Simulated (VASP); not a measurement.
# CaHfTe3 (R3) in VASP: single point with PBE

Aim: the single point of CaHfTe3 with PBE.

Everything below comes from runs of VASP 6.6.1. Logs are shortened: lines on timing, memory, paths and dates and some standing lists are left out, and cuts for length are marked.

### 1 The cell of the first run

Symmetry: R3, No. 146, trigonal system. Conventional cell: a = 7.420 Å, b = 7.420 Å, c = 10.838 Å, α = 90.00°, β = 90.00°, γ = 120.00°. Within 4.3 Å of Ca (site symmetry 3) lie 6 Te at 3.23 to 3.26 Å and 4 Hf at 3.80 to 4.29 Å. Within 3.9 Å of Hf (site symmetry 3) lie 6 Te at 2.80 to 3.03 Å and 1 Ca at 3.80 Å. Within 3.9 Å of Te (site symmetry 1) lie 2 Hf at 2.80 to 3.03 Å and 2 Ca at 3.23 to 3.26 Å and 4 Te at 3.70 to 3.83 Å.

### 2 Single point, PBE

INCAR reads:

```
SYSTEM = CaHfTe3
ALGO = Normal
EDIFF = 1E-7
ENCUT = 520
GGA = PE
ISIF = 2
ISMEAR = 0
LASPH = .True.
LCHARG = .True.
LELF = .True.
LREAL = .False.
LVHAR = .True.
LWAVE = .False.
NBANDS = 27
NELM = 80
PREC = Accurate
SIGMA = 0.02
```

KPOINTS reads:

```
k-points
0
Gamma
  6 6 6
  0 0 0
```

POSCAR reads:

```
CaHfTe3
1.0
    3.7097796449      2.1418422766      3.6125615915
   -3.7097796449      2.1418422766      3.6125615915
    0.0000000000     -4.2836845532      3.6125615914
Ca Hf Te
1 1 3
Direct
    0.1045854470      0.1045854470      0.1045854470
    0.4552453607      0.4552453607      0.4552453607
    0.3812717161      0.9692830695      0.5901013757
    0.5901013757      0.3812717161      0.9692830695
    0.9692830695      0.5901013757      0.3812717161
```

Potentials or basis: VASP PAW PBE potentials, release 64 (Ca_sv, Hf_pv, Te).

Run with:

```bash
$ cat potpaw_PBE.64/Ca_sv/POTCAR potpaw_PBE.64/Hf_pv/POTCAR potpaw_PBE.64/Te/POTCAR > POTCAR
$ mpirun -np 1 vasp_std > vasp.out
```

OUTCAR:

```text
SYSTEM = CaHfTe3
   EDIFF = 1E-7
   ENCUT = 520
   GGA = PE
   ISIF = 2
   ISMEAR = 0
   LASPH = .True.
   LREAL = .False.
   NELM = 80
   PREC = Accurate

 ion  position               nearest neighbor table
   1  0.105  0.105  0.105-   3 3.23   4 3.23   5 3.23   3 3.26   5 3.26   4 3.26
   2  0.455  0.455  0.455-   4 2.80   5 2.80   3 2.80   4 3.03   3 3.03   5 3.03
   3  0.381  0.969  0.590-   2 2.80   2 3.03   1 3.23   1 3.26
   4  0.590  0.381  0.969-   2 2.80   2 3.03   1 3.23   1 3.26
   5  0.969  0.590  0.381-   2 2.80   2 3.03   1 3.23   1 3.26

  LATTYP: Found a trigonal (rhomboedric) cell.
 ALAT       =     5.6036197769
 COS(alpha) =     0.1234253543

  Lattice vectors:

 A1 = (   3.7097796449,   2.1418422766,   3.6125615915)
 A2 = (  -3.7097796449,   2.1418422766,   3.6125615915)
 A3 = (   0.0000000000,  -4.2836845532,   3.6125615914)

Analysis of symmetry for initial positions (statically):
=====================================================================
 Subroutine PRICEL returns:
 Original cell was already a primitive cell.

 Routine SETGRP: Setting up the symmetry group for a
 trigonal (rhombohedral) supercell.

 Subroutine GETGRP returns: Found  3 space group operations
 (whereof  3 operations were pure point group operations)
 out of a pool of 12 trial point group operations.

The static configuration has the point symmetry C_3 .

Analysis of symmetry for dynamics (positions and initial velocities):
=====================================================================
 Subroutine PRICEL returns:
 Original cell was already a primitive cell.

 Routine SETGRP: Setting up the symmetry group for a
 trigonal (rhombohedral) supercell.

 Subroutine GETGRP returns: Found  3 space group operations
 (whereof  3 operations were pure point group operations)
 out of a pool of 12 trial point group operations.

The dynamic configuration has the point symmetry C_3 .

 Subroutine INISYM returns: Found  3 space group operations
 (whereof  3 operations are pure point group operations),
 and found     1 'primitive' translations

----------------------------------------------------------------------------------------

                                     Primitive cell

  volume of cell :     172.2273

  direct lattice vectors                    reciprocal lattice vectors
     3.709779645  2.141842277  3.612561592     0.134778895  0.077814631  0.092270630
    -3.709779645  2.141842277  3.612561592    -0.134778895  0.077814631  0.092270630
     0.000000000 -4.283684553  3.612561591     0.000000000 -0.155629262  0.092270630

  length of vectors
     5.603619777  5.603619777  5.603619777     0.180926329  0.180926329  0.180926329

  position of ions in fractional coordinates (direct lattice)
     0.104585447  0.104585447  0.104585447
     0.455245361  0.455245361  0.455245361
     0.381271716  0.969283070  0.590101376
     0.590101376  0.381271716  0.969283070
     0.969283070  0.590101376  0.381271716

  ion indices of the primitive-cell ions
   primitive index   ion index
                 1           1
                 2           2
                 3           3
                 4           4
                 5           5

----------------------------------------------------------------------------------------

 KPOINTS: k-points

Automatic generation of k-mesh.
 Grid dimensions read from file:
 generate k-points for:    6    6    6

 Generating k-lattice:

  Cartesian coordinates                     Fractional coordinates (reciprocal lattice)
     0.022463149  0.012969105  0.015378438     0.166666667  0.000000000  0.000000000
    -0.022463149  0.012969105  0.015378438     0.000000000  0.166666667  0.000000000
     0.000000000 -0.025938210  0.015378438     0.000000000  0.000000000  0.166666667

  Length of vectors
     0.030154388  0.030154388  0.030154388

  Shift w.r.t. Gamma in fractional coordinates (k-lattice)
     0.000000000  0.000000000  0.000000000

 Subroutine IBZKPT returns following result:
 ===========================================

 Found     40 irreducible k-points:

 Following reciprocal coordinates:
            Coordinates               Weight
  0.000000  0.000000  0.000000      1.000000
  0.166667  0.000000  0.000000      6.000000
  0.333333  0.000000  0.000000      6.000000
  0.500000  0.000000  0.000000      3.000000
  0.166667  0.166667  0.000000      6.000000
  0.333333  0.166667  0.000000      6.000000
[... 16 lines left out ...]
  0.333333  0.333333  0.166667      6.000000
  0.500000  0.333333  0.166667      6.000000
 [... further k-points ...]
   k-points           NKPTS =     40   k-points in BZ     NKDIM =     40   number of bands    NBANDS=     27
   number of dos      NEDOS =    301   number of ions     NIONS =      5
   total plane-waves  NPLWV =  74088
   dimension x,y,z NGX =    42 NGY =   42 NGZ =   42
   dimension x,y,z NGXF=    84 NGYF=   84 NGZF=   84
   ions per type =               1   1   3
   NGX,Y,Z   is equivalent  to a cutoff of  12.46, 12.46, 12.46 a.u.
   NGXF,Y,Z  is equivalent  to a cutoff of  24.92, 24.92, 24.92 a.u.
 SYSTEM =  CaHfTe3
   PREC   = accura    normal or accurate (medium, high low for compatibility)
   ISTART =      0    job   : 0-new  1-cont  2-samecut
   ICHARG =      2    charge: 1-file 2-atom 10-const
   ISPIN  =      1    spin polarized calculation?
   LNONCOLLINEAR =      F non collinear calculations
   LSORBIT =      F    spin-orbit coupling
   LASPH  =      T    aspherical Exc in radial PAW
   ENCUT  =  520.0 eV  38.22 Ry    6.18 a.u.  10.42 10.42 10.42*2*pi/ulx,y,z
   NELM   =     80;   NELMIN=  2; NELMDL= -5     # of ELM steps
   EDIFF  = 0.1E-06   stopping-criterion for ELM
   LREAL  =      F    real-space projection
   EDIFFG = 0.1E-05   stopping-criterion for IOM
   NSW    =      0    number of steps for IOM
   IBRION =     -1    ionic relax: 0-MD 1-quasi-New 2-CG
   NFREE  =      0    steps in history (QN), initial steepest desc. (CG)
   ISIF   =      2    stress and relaxation
   ISYM   =      2    0-nonsym 1-usesym 2-fastsym
   POTIM  = 0.5000    time-step for ionic-motion
   TEBEG  =    0.0;   TEEND  =   0.0 temperature during run
   PSTRESS=    0.0 pullay stress
   NELECT =      38.0000    total number of electrons
   NUPDOWN=      -1.0000    fix difference up-down
   EMIN   =  10.00;   EMAX   =-10.00  energy-range for DOS
   EFERMI =   0.00;   METHOD = LEGACY
   ISMEAR =     0;   SIGMA  =   0.02  broadening in eV -4-tet -1-fermi 0-gaus
   EFERMI_NEDOS =   21; number of points for ismear=-14 and -15
   IALGO  =     38    algorithm
   IMIX   =      4    mixing-type and parameters
     AMIX     =   0.40;   BMIX     =  1.00
     AMIX_MAG =   1.60;   BMIX_MAG =  1.00
  volume/ion in A,a.u.               =      34.45       232.45
  Fermi-wavevector in a.u.,A,eV,Ry     =   0.989241  1.869394 13.314624  0.978597
  Thomas-Fermi vector in A             =   2.120825
   LORBIT       =      0    0 simple, 1 ext, 2 COOP (PROOUT), +10 PAW based schemes
   GGA     = PE    functional components
   LHFCALC =     F    Hartree Fock is set to
   AEXX    =    0.0000 exact exchange contribution
   IVDW    =     0    specifies the selected vdW correction
   LEPSILON=     F    determine dielectric tensor
   LRPA    =     F    only Hartree local field effects (RPA)
 non-spin polarized calculation
 Gauss-broadening in eV      SIGMA  =   0.02
  energy-cutoff  :      520.00
  volume of cell :      172.23
 maximum number of plane-waves:      4669
 NGX is ok and might be reduce to    42
   NGX = 21   NGY = 21   NGZ = 21

 number of electron      38.0000002 magnetization

 Free energy of the ion-electron system (eV)
  ---------------------------------------------------
  ext. energy  EPLUGINS =         0.00000000
  ---------------------------------------------------
  free energy    TOTEN  =       -25.69990579 eV

  energy without entropy =      -25.69990579  energy(sigma->0) =      -25.69990579

 E-fermi :   4.1464     XC(G=0):  -8.6688

 val. band max:        3.9771779586   @ k =   0.5000   0.5000   0.5000
 cond. band min:       4.7842715625   @ k =   0.1667  -0.1667  -0.3333
 fundamental gap:      0.8070936038
 Fermi energy:         4.1463947086

 k-point     1 :       0.0000    0.0000    0.0000
  band No.  band energies     occupation
      1     -37.2015      2.00000
      2     -27.7424      2.00000
      3     -27.7424      2.00000
      4     -27.7333      2.00000
      5     -18.2207      2.00000
      6     -18.2207      2.00000
[... 19 lines left out ...]
     26       7.1169      0.00000
     27       7.6081      0.00000

 k-point     2 :       0.1667    0.0000    0.0000
  band No.  band energies     occupation
      1     -37.2015      2.00000
      2     -27.7425      2.00000
      3     -27.7423      2.00000
      4     -27.7334      2.00000
      5     -18.2213      2.00000
      6     -18.2205      2.00000
[... 19 lines left out ...]
     26       7.3313      0.00000
     27       7.5736      0.00000

 k-point     3 :       0.3333    0.0000    0.0000
  band No.  band energies     occupation
      1     -37.2015      2.00000
      2     -27.7428      2.00000
      3     -27.7424      2.00000
      4     -27.7336      2.00000
      5     -18.2222      2.00000
      6     -18.2204      2.00000
[... 19 lines left out ...]
     26       7.4563      0.00000
     27       7.7443      0.00000

 k-point     4 :       0.5000    0.0000    0.0000
  band No.  band energies     occupation
      1     -37.2015      2.00000
      2     -27.7429      2.00000
      3     -27.7425      2.00000
      4     -27.7336      2.00000
      5     -18.2227      2.00000
      6     -18.2203      2.00000
[... 19 lines left out ...]
     26       7.5362      0.00000
     27       7.6317      0.00000

 k-point     5 :       0.1667    0.1667    0.0000
  band No.  band energies     occupation
      1     -37.2015      2.00000
      2     -27.7427      2.00000
      3     -27.7423      2.00000
      4     -27.7335      2.00000
      5     -18.2217      2.00000
      6     -18.2205      2.00000
[... 19 lines left out ...]
     26       7.4518      0.00000
     27       7.6218      0.00000

 k-point     6 :       0.3333    0.1667    0.0000
  band No.  band energies     occupation
      1     -37.2015      2.00000
      2     -27.7429      2.00000
      3     -27.7424      2.00000
      4     -27.7336      2.00000
      5     -18.2224      2.00000
      6     -18.2205      2.00000
[... 444 lines left out ...]
      1     -37.2015      2.00000
      2     -27.7429      2.00000
      3     -27.7426      2.00000
      4     -27.7337      2.00000
      5     -18.2223      2.00000
      6     -18.2210      2.00000
[... 19 lines left out ...]
     26       7.6029      0.00000
     27       7.8699      0.00000

 k-point    22 :      -0.1667    0.1667    0.1667
  band No.  band energies     occupation
      1     -37.2015      2.00000
      2     -27.7427      2.00000
      3     -27.7425      2.00000
      4     -27.7336      2.00000
      5     -18.2215      2.00000
      6     -18.2210      2.00000
[... 19 lines left out ...]
     26       7.6601      0.00000
     27       7.8089      0.00000

 k-point    23 :       0.3333    0.3333    0.1667
  band No.  band energies     occupation
      1     -37.2015      2.00000
      2     -27.7432      2.00000
      3     -27.7426      2.00000
      4     -27.7339      2.00000
      5     -18.2229      2.00000
      6     -18.2209      2.00000
[... 19 lines left out ...]
     26       7.8105      0.00000
     27       8.0607      0.00000

 k-point    24 :       0.5000    0.3333    0.1667
  band No.  band energies     occupation
      1     -37.2015      2.00000
      2     -27.7432      2.00000
      3     -27.7427      2.00000
      4     -27.7340      2.00000
      5     -18.2230      2.00000
      6     -18.2212      2.00000
[... 19 lines left out ...]
     26       7.7366      0.00000
     27       7.8728      0.00000

 [... further k-points ...]

------------------------ aborting loop because EDIFF is reached ----------------------------------------

  FORCE on cell =-STRESS in cart. coord.  units (eV):
  Direction    XX          YY          ZZ          XY          YZ          ZX
  --------------------------------------------------------------------------------------
  -------------------------------------------------------------------------------------
  Total       -0.0881937     -0.0881937     -0.0963865     -0.0000001     -0.0000000      0.0000000
  in kB       -0.8204388     -0.8204388     -0.8966539     -0.0000006     -0.0000000      0.0000000
  external PRESSURE =      -0.8458438 kB  Pullay stress =       0.0000000 kB

 VOLUME and BASIS-vectors are now :
 -----------------------------------------------------------------------------
  energy-cutoff  :      520.00
  volume of cell :      172.23
      direct lattice vectors                 reciprocal lattice vectors
     3.709779645  2.141842277  3.612561592     0.134778895  0.077814631  0.092270630
    -3.709779645  2.141842277  3.612561592    -0.134778895  0.077814631  0.092270630
     0.000000000 -4.283684553  3.612561591     0.000000000 -0.155629262  0.092270630

 POSITION                                       TOTAL-FORCE (eV/Angst)
 -----------------------------------------------------------------------------------
      0.00000      0.00000      1.13346         0.000000     -0.000000     -0.005713
      0.00000      0.00000      4.93381         0.000000     -0.000000     -0.023931
     -2.18139      0.36487      7.01074        -0.001566      0.017615      0.009881
      0.77471     -2.07157      7.01074        -0.014473     -0.010163      0.009881
      1.40668      1.70671      7.01074         0.016038     -0.007452      0.009881
 -----------------------------------------------------------------------------------
    total drift:                               -0.000000     -0.000000     -0.000258

  FREE ENERGIE OF THE ION-ELECTRON SYSTEM (eV)
  ---------------------------------------------------
  free  energy   TOTEN  =       -25.6999057930 eV

  energy  without entropy=      -25.6999057930  energy(sigma->0) =      -25.69990579
```

Run time: 1.9 min. Hardware: 1 thread of Intel Xeon 6975P-C (Granite Rapids), shared host; peak memory 0.38 GiB.

What came out:

- Free energy: -25.6999 eV
- Pressure: -0.1 GPa
- Largest force: 0.024 eV/Å
- Band gap on the k mesh: 0.81 eV (least direct gap 1.26 eV)

Forces in eV/Å, atoms in the order of the input:
```
Ca   0.000  0.000 -0.006
Hf   0.000  0.000 -0.024
Te  -0.002  0.018  0.010
Te  -0.014 -0.010  0.010
Te   0.016 -0.007  0.010
```

Caveat: spin-orbit coupling is left out, which moves the levels of the heavy elements. A k mesh can miss the band edges.
